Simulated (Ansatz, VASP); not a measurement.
# One calculation of NaF, two programs

The input POSCAR:

```
NaF
1.0
    0.0000000000      2.3233000000      2.2536010000
    2.3233000000      0.0000000000      2.2536010000
    2.3233000000      2.3233000000      0.0000000000
Na F
1 1
Direct
    0.0000000000      0.0000000000      0.0000000000
    0.5000000000      0.5000000000      0.5000000000
```

File INCAR.step1:

```
SYSTEM = NaF
PREC     = Accurate       ! precision mode
ENCUT    = 520            ! plane-wave cutoff, eV
ISMEAR   = 0              ! smearing method
SIGMA    = 0.05           ! smearing width, eV
LREAL    = .False.        ! projectors in reciprocal space
LASPH    = .True.         ! aspherical terms in the spheres
NELM     = 100            ! most SCF steps
NBANDS   = 14             ! bands
GGA      = PE             ! functional
ALGO     = Normal         ! electronic algorithm
EDIFF    = 1E-4           ! SCF threshold, eV
LWAVE    = .True.         ! write WAVECAR
LCHARG   = .False.        ! write CHGCAR
```

INCAR.step2

```
SYSTEM = NaF
PREC     = Accurate       ! precision mode
ENCUT    = 520            ! plane-wave cutoff, eV
EDIFF    = 1E-6           ! SCF threshold, eV
ISMEAR   = 0              ! smearing method
SIGMA    = 0.05           ! smearing width, eV
LREAL    = .False.        ! projectors in reciprocal space
LASPH    = .True.         ! aspherical terms in the spheres
NELM     = 100            ! most SCF steps
ALGO     = Normal         ! electronic algorithm
ISIF     = 2              ! what is computed and relaxed
LWAVE    = .False.        ! write WAVECAR
LCHARG   = .False.        ! write CHGCAR
METAGGA  = R2SCAN         ! meta-GGA
LMIXTAU  = .True.       
NBANDS   = 14             ! bands
ISTART   = 1
```

The input KPOINTS:

```
regular mesh
0
Gamma
  8 8 8
  0 0 0
```

Input for Ansatz:

```yaml
crystal:
  lattice:
    - [0.0, 2.3233, 2.253601]
    - [2.3233, 0.0, 2.253601]
    - [2.3233, 2.3233, 0.0]
  atoms:
    - { symbol: Na, position: [0.0, 0.0, 0.0] }
    - { symbol: F, position: [0.5, 0.5, 0.5] }
basis:
  ecutwfc: 500
kpoints:
  mp_grid: { grid: [8, 8, 8] }
hamiltonian:
  xc: r2scan
scf:
  occupations: { method: gaussian, width: 0.05 }
output:
  forces: true
  stress: true
  eigenvalues: true
```

Change from the starting cell: strain +0.000 along x and y, -0.030 along z, atoms carried along.

Alike in both runs: task single point; functional r2SCAN; k mesh 8 × 8 × 8; occupations gaussian, width 0.05 eV; no spin polarisation.

```csv
,VASP,Ansatz
version,VASP 6.6.1,Ansatz 0.2.0
potentials or method,"VASP PAW PBE potentials, release 64 (Na_pv, F), cutoff 520 eV","scalar-relativistic, plane waves, PAW"
valence electrons in the cell,14,16
```

Ansatz gave:

| Quantity | Value |
| --- | --- |
| gap on the k mesh at the Fermi level (eV) | 7.26 |
| least direct gap on the mesh (eV) | 7.26 |
| pressure (GPa) | -0.1 |
| traceless stress, the component that is largest in VASP (GPa) | 2.04 |

Which values does VASP return?

gap on the k mesh at the Fermi level (eV): 7.30; least direct gap on the mesh (eV): 7.30; pressure (GPa): -0.7; traceless stress, the component that is largest in VASP (GPa): 2.00.

VASP's potentials were made for PBE, not for r2SCAN. VASP's potentials hold 14 valence electrons a cell and Ansatz's 16, so a difference there can come from the potentials and not from the codes.
